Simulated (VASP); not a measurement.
Wanted: the native input for a VASP 6.6.1 run.

```
Task                   : relaxation of cell and atoms
Functional             : RPBE
Potentials or basis    : VASP PAW PBE potentials, release 64 (Tc_pv, N)
Cutoff                 : 600 eV
k mesh                 : 10 × 10 × 10
Occupations            : fermi-dirac, width 0.05 eV
Spin                   : no spin polarisation
Dipole correction      : no
Further INCAR settings : ALGO = Normal; EDIFF = 1e-06; IBRION = 2; EDIFFG = -0.005; NSW = 80; ISIF = 3
```

The structure of TcN2 lies in POSCAR:

```
TcN2
1.0
    0.0000000000      2.4445500000      2.4445500000
    2.4445500000      0.0000000000      2.4445500000
    2.4445500000      2.4445500000      0.0000000000
Tc N
1 2
Direct
    0.0000000000      0.0000000000      0.0000000000
    0.7500000000      0.7500000000      0.7500000000
    0.2500000000      0.2500000000      0.2500000000
```

These files were run (other wordings do the same):

INCAR

```
SYSTEM = TcN2
PREC     = Accurate       ! precision mode
ENCUT    = 600            ! plane-wave cutoff, eV
EDIFF    = 1E-6           ! SCF threshold, eV
ISMEAR   = -1             ! smearing method
SIGMA    = 0.05           ! smearing width, eV
LREAL    = .False.        ! projectors in reciprocal space
LASPH    = .True.         ! aspherical terms in the spheres
NELM     = 60             ! most SCF steps
ALGO     = Normal         ! electronic algorithm
ISIF     = 3              ! what is computed and relaxed
LWAVE    = .False.        ! write WAVECAR
LCHARG   = .False.        ! write CHGCAR
GGA      = RP             ! functional
IBRION   = 2              ! ionic algorithm
NSW      = 80             ! ionic steps
EDIFFG   = -0.005         ! ionic threshold
```

KPOINTS

```
regular mesh
0
Gamma
  10 10 10
  0 0 0
```

Potentials or basis: VASP PAW PBE potentials, release 64 (Tc_pv, N).

The run is started by

```console
$ cat potpaw_PBE.64/Tc_pv/POTCAR potpaw_PBE.64/N/POTCAR > POTCAR
$ mpirun -np 1 vasp_std > vasp.out
```

It gave:

The relaxed volume is 9.71 Å³/atom. The relaxed cell is a = 3.454 Å, b = 3.454 Å, c = 3.454 Å, α = 60.00°, β = 60.00°, γ = 60.00° and the space group after relaxing (to 0.1 Å) is Fm-3m (No. 225). The energy gained by relaxing is 0.1 meV/atom, the ionic steps are 3 and the pressure after relaxing is 0.0 GPa. The band gap on the k mesh is zero (an odd number of electrons rules out a gap without spin polarisation).

Caveat: the PAW data sets were made with another functional, which shifts forces and pressure a little; an odd number of electrons without spin polarisation forces a metal; a magnetic or distorted state may lie lower.

Run time: 37 s on 1 thread of AMD EPYC 9R14 (Zen 4), with other jobs on the host, peak memory 0.15 GiB.
